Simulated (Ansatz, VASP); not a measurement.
Al3Cu in VASP and in Ansatz

INCAR

```
SYSTEM = Al3Cu
ALGO     = Fast           ! electronic algorithm
EDIFF    = 1E-6           ! SCF threshold, eV
ENCUT    = 520            ! plane-wave cutoff, eV
GGA      = CA             ! functional
ISIF     = 2              ! what is computed and relaxed
ISMEAR   = 0              ! smearing method
LASPH    = .TRUE.         ! aspherical terms in the spheres
LCHARG   = .FALSE.        ! write CHGCAR
LREAL    = .FALSE.        ! projectors in reciprocal space
LWAVE    = .FALSE.        ! write WAVECAR
NBANDS   = 18             ! bands
NELM     = 60             ! most SCF steps
PREC     = Accurate       ! precision mode
SIGMA    = 0.15           ! smearing width, eV
```

File KPOINTS:

```
k-points
0
G
  12 12 12
  0 0 0
```

The input POSCAR:

```
Al3Cu
1.0
    3.7438711215      0.0000000000      0.0000000000
    0.0000000000      3.7438711215      0.0000000000
    0.0000000000      0.0000000000      3.9778630666
Al Cu
3 1
Direct
    0.0000000000      0.5000000000      0.5000000000
    0.5000000000      0.0000000000      0.5000000000
    0.5000000000      0.5000000000      0.0000000000
    0.0000000000      0.0000000000      0.0000000000
```

Input for Ansatz:

```yaml
crystal:
  lattice:
    - [3.7438711215, 0.0, 0.0]
    - [0.0, 3.7438711215, 0.0]
    - [0.0, 0.0, 3.9778630666]
  atoms:
    - { symbol: Al, position: [0.0, 0.5, 0.5] }
    - { symbol: Al, position: [0.5, 0.0, 0.5] }
    - { symbol: Al, position: [0.5, 0.5, 0.0] }
    - { symbol: Cu, position: [0.0, 0.0, 0.0] }
basis:
  ecutwfc: 520.0
kpoints:
  mp_grid: { grid: [12, 12, 12] }
hamiltonian:
  xc: lda
  pseudopotentials: { kind: paw, azcp: { folder: soft_1 } }
scf:
  occupations: { method: gaussian, width: 0.15 }
output:
  forces: true
  stress: true
  eigenvalues: true
```

Alike in both runs: task single point; functional LDA; k mesh 12 × 12 × 12; occupations gaussian, width 0.15 eV; no spin polarisation.

|  | VASP | Ansatz |
| --- | --- | --- |
| version | VASP 6.6.1 | Ansatz 0.2.0 |
| potentials or method | VASP PAW LDA potentials, release 64 (Al, Cu), cutoff 520 eV | scalar-relativistic, plane waves, PAW |
| valence electrons in the cell | 20 | 28 |

|  | VASP | Ansatz | Ansatz less VASP |
| --- | --- | --- | --- |
| gap on the k mesh at the Fermi level (eV) | none | none | - |
| pressure (GPa) | 3.7 | 3.2 | -0.52 |
| traceless stress, the component that is largest in VASP (GPa) | -5.18 | -5.14 | +0.033 |

Ansatz warns that its potentials were made for another functional, while VASP's fit it. LDA's correlation is that of Perdew and Zunger in VASP and of Perdew and Wang (1992) in Ansatz. A gap of «none» marks a metal or a gap that the smearing closes. VASP's potentials hold 20 valence electrons a cell and Ansatz's 28, so a difference there can come from the potentials and not from the codes.
